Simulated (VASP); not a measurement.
Crystal: PtS2.

```xyz
3
Lattice="3.4514 0.0000 0.0000 -1.7257 2.9890 0.0000 0.0000 0.0000 6.4966" Properties=species:S:1:pos:R:3 pbc="T T T"
Pt    0.0000    0.0000    0.0000
S     0.0000    1.9927    1.2276
S     1.7257    0.9963    5.2691
```

```yaml
Program: VASP 6.6.1
Task: relaxation of the atoms
Functional: PBE
Potentials_or_basis: VASP PAW PBE potentials, release 64 (Pt, S)
Cutoff: 520 eV
k_mesh: 9 × 9 × 4
Occupations: gaussian, width 0.05 eV
Spin: no spin polarisation
```

At the start: pressure 9.5 GPa; volume 22.34 Å³/atom.

Question: Where does the relaxation end?

Answer: Over 3 steps the energy falls by 22.0 meV/atom; space group P-3m1 (No. 164, to 0.1 Å) before and after.

The path:
```tsv
step	energy change (eV)	largest force (eV/Å)	pressure (GPa)
1	0.0000	0.9806	9.46
2	-0.0597	0.2925	5.79
3	-0.0659	0.0045	4.22
```

Final structure:
```yaml
crystal:
  lattice:
    - [3.45140, 0.00000, 0.00000]
    - [-1.72570, 2.98900, 0.00000]
    - [0.00000, 0.00000, 6.49664]
  atoms:
    - { symbol: Pt, position: [0.00000, 0.00000, 0.00000] }
    - { symbol: S, position: [0.33333, 0.66667, 0.19956] }
    - { symbol: S, position: [0.66667, 0.33333, 0.80044] }
```

Caveat: this functional lacks dispersion, which binds the layers, so the pressure and a relaxed spacing across them are unreliable.
